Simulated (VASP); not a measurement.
# TeP2 (Fm-3m) in VASP: relaxation of cell and atoms with PBE

Aim: the relaxation of cell and atoms of TeP2 with PBE.

Everything below comes from runs of VASP 6.6.1. Logs are shortened: lines on timing, memory, paths and dates and some standing lists are left out, and cuts for length are marked.

**1. The cell of the first run**

The structure is cubic, space group Fm-3m (No. 225). Conventional cell: a = 6.535 Å, b = 6.535 Å, c = 6.535 Å, α = 90.00°, β = 90.00°, γ = 90.00°. Te (site symmetry m-3m) has 8 P at 2.83 Å within 3.7 Å. Within 3.7 Å of P (site symmetry -43m) lie 4 Te at 2.83 Å and 6 P at 3.27 Å.

The cell was built from a structure type or drawn by symmetry, and may not be a known phase.

**2. Relaxation of cell and atoms, PBE**

Input file INCAR:

```
ALGO = Normal ; EDIFF = 1E-7
EDIFFG = -0.01 ; ENCUT = 600
GGA = PE ; IBRION = 2
ISIF = 3 ; ISMEAR = 0
LASPH = T ; LCHARG = F
LREAL = F ; LWAVE = F
NELM = 80 ; NSW = 100
PREC = Accurate ; SIGMA = 0.1
```

Input file KPOINTS:

```
k-points
0
Gamma
  12 12 12
```

Input file POSCAR:

```
TeP2
1.0
    0.0000000000      3.2676428859      3.2676428859
    3.2676428859      0.0000000000      3.2676428859
    3.2676428859      3.2676428859      0.0000000000
Te P
1 2
Direct
    0.0000000000      0.0000000000      0.0000000000
    0.2500000000      0.2500000000      0.2500000000
    0.7500000000      0.7500000000      0.7500000000
```

Potentials or basis: VASP PAW PBE potentials, release 64 (Te, P).

Launch:

```console
cat potpaw_PBE.64/Te/POTCAR potpaw_PBE.64/P/POTCAR > POTCAR
mpirun -np 1 vasp_std > vasp.out
```

OUTCAR:

```text
EDIFF = 1E-7
   EDIFFG = -0.01
   ENCUT = 600
   GGA = PE
   IBRION = 2
   ISIF = 3
   ISMEAR = 0
   LASPH = T
   LREAL = F
   NELM = 80
   NSW = 100
   PREC = Accurate

 ion  position               nearest neighbor table
   1  0.000  0.000  0.000-   2 2.83   3 2.83   3 2.83   3 2.83   3 2.83   2 2.83   2 2.83   2 2.83

   2  0.250  0.250  0.250-   1 2.83   1 2.83   1 2.83   1 2.83
   3  0.750  0.750  0.750-   1 2.83   1 2.83   1 2.83   1 2.83

  LATTYP: Found a face centered cubic cell.
 ALAT       =     6.5352857718

  Lattice vectors:

 A1 = (   0.0000000000,   3.2676428859,   3.2676428859)
 A2 = (   3.2676428859,   0.0000000000,   3.2676428859)
 A3 = (   3.2676428859,   3.2676428859,   0.0000000000)

Analysis of symmetry for initial positions (statically):
=====================================================================
 Subroutine PRICEL returns:
 Original cell was already a primitive cell.

 Routine SETGRP: Setting up the symmetry group for a
 face centered cubic supercell.

 Subroutine GETGRP returns: Found 48 space group operations
 (whereof 48 operations were pure point group operations)
 out of a pool of 48 trial point group operations.

The static configuration has the point symmetry O_h .

Analysis of symmetry for dynamics (positions and initial velocities):
=====================================================================
 Subroutine PRICEL returns:
 Original cell was already a primitive cell.

 Routine SETGRP: Setting up the symmetry group for a
 face centered cubic supercell.

 Subroutine GETGRP returns: Found 48 space group operations
 (whereof 48 operations were pure point group operations)
 out of a pool of 48 trial point group operations.

The dynamic configuration has the point symmetry O_h .

 Subroutine INISYM returns: Found 48 space group operations
 (whereof 48 operations are pure point group operations),
 and found     1 'primitive' translations

----------------------------------------------------------------------------------------

                                     Primitive cell

  volume of cell :      69.7804

  direct lattice vectors                    reciprocal lattice vectors
     0.000000000  3.267642886  3.267642886    -0.153015497  0.153015497  0.153015497
     3.267642886  0.000000000  3.267642886     0.153015497 -0.153015497  0.153015497
     3.267642886  3.267642886  0.000000000     0.153015497  0.153015497 -0.153015497

  length of vectors
     4.621144886  4.621144886  4.621144886     0.265030615  0.265030615  0.265030615

  position of ions in fractional coordinates (direct lattice)
     0.000000000  0.000000000  0.000000000
     0.250000000  0.250000000  0.250000000
     0.750000000  0.750000000  0.750000000

  ion indices of the primitive-cell ions
   primitive index   ion index
                 1           1
                 2           2
                 3           3

----------------------------------------------------------------------------------------

 KPOINTS: k-points

Automatic generation of k-mesh.
 Grid dimensions read from file:
 generate k-points for:   12   12   12

 Generating k-lattice:

  Cartesian coordinates                     Fractional coordinates (reciprocal lattice)
    -0.012751291  0.012751291  0.012751291     0.083333333  0.000000000  0.000000000
     0.012751291 -0.012751291  0.012751291     0.000000000  0.083333333  0.000000000
     0.012751291  0.012751291 -0.012751291     0.000000000  0.000000000  0.083333333

  Length of vectors
     0.022085885  0.022085885  0.022085885

  Shift w.r.t. Gamma in fractional coordinates (k-lattice)
     0.000000000  0.000000000  0.000000000

[... 59 lines left out ...]
   TEBEG  =    0.0;   TEEND  =   0.0 temperature during run
   PSTRESS=    0.0 pullay stress
   NELECT =      16.0000    total number of electrons
   NUPDOWN=      -1.0000    fix difference up-down
   EMIN   =  10.00;   EMAX   =-10.00  energy-range for DOS
   EFERMI =   0.00;   METHOD = LEGACY
   ISMEAR =     0;   SIGMA  =   0.10  broadening in eV -4-tet -1-fermi 0-gaus
   EFERMI_NEDOS =   21; number of points for ismear=-14 and -15
   IALGO  =     38    algorithm
   IMIX   =      4    mixing-type and parameters
     AMIX     =   0.40;   BMIX     =  1.00
     AMIX_MAG =   1.60;   BMIX_MAG =  1.00
  volume/ion in A,a.u.               =      23.26       156.97
  Fermi-wavevector in a.u.,A,eV,Ry     =   1.002006  1.893516 13.660462  1.004016
  Thomas-Fermi vector in A             =   2.134465
   LORBIT       =      0    0 simple, 1 ext, 2 COOP (PROOUT), +10 PAW based schemes
   GGA     = PE    functional components
   LHFCALC =     F    Hartree Fock is set to
   AEXX    =    0.0000 exact exchange contribution
   IVDW    =     0    specifies the selected vdW correction
   LEPSILON=     F    determine dielectric tensor
   LRPA    =     F    only Hartree local field effects (RPA)
 conjugate gradient relaxation of ions
 non-spin polarized calculation
 Gauss-broadening in eV      SIGMA  =   0.10
  energy-cutoff  :      600.00
  volume of cell :       69.78
 maximum number of plane-waves:      2357
 NGX is ok and might be reduce to    40
   NGX = 19   NGY = 19   NGZ = 19

--------------------------------------- Ionic step        1  -------------------------------------------

 number of electron      15.9999998 magnetization

 Free energy of the ion-electron system (eV)
  ---------------------------------------------------
  ext. energy  EPLUGINS =         0.00000000
  ---------------------------------------------------
  free energy    TOTEN  =       -11.21085929 eV

  energy without entropy =      -11.19894033  energy(sigma->0) =      -11.20489981

------------------------ aborting loop because EDIFF is reached ----------------------------------------

  FORCE on cell =-STRESS in cart. coord.  units (eV):
  Direction    XX          YY          ZZ          XY          YZ          ZX
  --------------------------------------------------------------------------------------
  -------------------------------------------------------------------------------------
  Total        0.0515898      0.0515898      0.0515898     -0.0000000     -0.0000000      0.0000000
  in kB        1.1845153      1.1845153      1.1845153     -0.0000000     -0.0000000      0.0000000
  external PRESSURE =       1.1845153 kB  Pullay stress =       0.0000000 kB

 VOLUME and BASIS-vectors are now :
 -----------------------------------------------------------------------------
  energy-cutoff  :      600.00
  volume of cell :       69.78
      direct lattice vectors                 reciprocal lattice vectors
     0.000000000  3.267642886  3.267642886    -0.153015497  0.153015497  0.153015497
     3.267642886  0.000000000  3.267642886     0.153015497 -0.153015497  0.153015497
     3.267642886  3.267642886  0.000000000     0.153015497  0.153015497 -0.153015497

 POSITION                                       TOTAL-FORCE (eV/Angst)
 -----------------------------------------------------------------------------------
      0.00000      0.00000      0.00000        -0.000000     -0.000000      0.000000
      1.63382      1.63382      1.63382         0.000000     -0.000000     -0.000000
      4.90146      4.90146      4.90146         0.000000      0.000000      0.000000
 -----------------------------------------------------------------------------------
    total drift:                               -0.000000     -0.000000      0.000000

  FREE ENERGIE OF THE ION-ELECTRON SYSTEM (eV)
  ---------------------------------------------------
  free  energy   TOTEN  =       -11.2108592886 eV

  energy  without entropy=      -11.1989403255  energy(sigma->0) =      -11.20489981

--------------------------------------- Ionic step        2  -------------------------------------------

 number of electron      15.9999998 magnetization

 Free energy of the ion-electron system (eV)
  ---------------------------------------------------
  ext. energy  EPLUGINS =         0.00000000
  ---------------------------------------------------
  free energy    TOTEN  =       -11.21090084 eV

  energy without entropy =      -11.19897503  energy(sigma->0) =      -11.20493793

 E-fermi :   6.5418     XC(G=0):  -9.7146

 val. band max:        6.5089735517   @ k =   0.4167   0.1667   0.0833
 cond. band min:       6.5543703364   @ k =   0.4167   0.2500   0.0833
 fundamental gap:      0.0453967847
 Fermi energy:         6.5418254450

 k-point     1 :       0.0000    0.0000    0.0000
  band No.  band energies     occupation
      1      -8.0163      2.00000
      2      -1.5098      2.00000
      3      -0.2048      2.00000
      4       3.0802      2.00000
      5       3.0802      2.00000
      6       3.0802      2.00000
      7       3.6892      2.00000
      8       3.6892      2.00000
      9       3.6892      2.00000
     10       7.9927      0.00000
     11       7.9927      0.00000
     12       7.9927      0.00000
[... 331 lines left out ...]
 k-point    24 :      -0.4167    0.1667    0.0000
  band No.  band energies     occupation
      1      -6.4780      2.00000
      2      -4.1718      2.00000
      3      -2.5406      2.00000
      4       1.5778      2.00000
      5       2.0628      2.00000
      6       3.3322      2.00000
      7       5.1095      2.00000
      8       6.0730      2.00000
      9       6.6775      0.05501
     10       8.7499      0.00000
     11       9.1082      0.00000
     12       9.9518      0.00000

 [... further k-points ...]
[... 5 lines left out ...]
  --------------------------------------------------------------------------------------
  -------------------------------------------------------------------------------------
  Total       -0.0148128     -0.0148128     -0.0148128     -0.0000000      0.0000000      0.0000000
  in kB       -0.3392602     -0.3392602     -0.3392602     -0.0000000      0.0000000      0.0000000
  external PRESSURE =      -0.3392602 kB  Pullay stress =       0.0000000 kB

 VOLUME and BASIS-vectors are now :
 -----------------------------------------------------------------------------
  energy-cutoff  :      600.00
  volume of cell :       69.95
      direct lattice vectors                 reciprocal lattice vectors
    -0.000000000  3.270353754  3.270353754    -0.152888659  0.152888659  0.152888659
     3.270353754 -0.000000000  3.270353754     0.152888659 -0.152888659  0.152888659
     3.270353754  3.270353754 -0.000000000     0.152888659  0.152888659 -0.152888659

 POSITION                                       TOTAL-FORCE (eV/Angst)
 -----------------------------------------------------------------------------------
      3.27035      6.54071      3.27035         0.000000     -0.000000     -0.000000
      1.63518      1.63518      1.63518         0.000000      0.000000     -0.000000
      4.90553      4.90553      4.90553        -0.000000     -0.000000      0.000000
 -----------------------------------------------------------------------------------
    total drift:                               -0.000000     -0.000000      0.000000

  FREE ENERGIE OF THE ION-ELECTRON SYSTEM (eV)
  ---------------------------------------------------
  free  energy   TOTEN  =       -11.2109008419 eV

  energy  without entropy=      -11.1989750251  energy(sigma->0) =      -11.20493793

 reached required accuracy - stopping structural energy minimisation
```

It took 3.2 min on 1 thread of Intel Xeon 8259CL, shared host; peak memory 0.29 GiB.

Results:

```yaml
Free_energy: -11.2109 eV
Relaxed_volume: 23.32 Å³/atom
Relaxed_cell: a = 4.625 Å, b = 4.625 Å, c = 4.625 Å, α = 60.00°, β = 60.00°, γ = 60.00°
Space_group_after_relaxing_to_0.1_Å: Fm-3m (No. 225)
Energy_gained_by_relaxing: 0.0 meV/atom
Ionic_steps: 2
Pressure_after_relaxing: 0.0 GPa
Band_gap_on_the_k_mesh: zero (bands 8 and 9 overlap by 3.93 eV)
```

Final structure:
```
Te P
1.0
     0.00000    3.27035    3.27035
     3.27035    0.00000    3.27035
     3.27035    3.27035    0.00000
Te P
1 2
Direct
  0.00000 0.00000 0.00000
  0.25000 0.25000 0.25000
  0.75000 0.75000 0.75000
```

Caveat: spin-orbit coupling is left out, which moves the levels of the heavy elements.
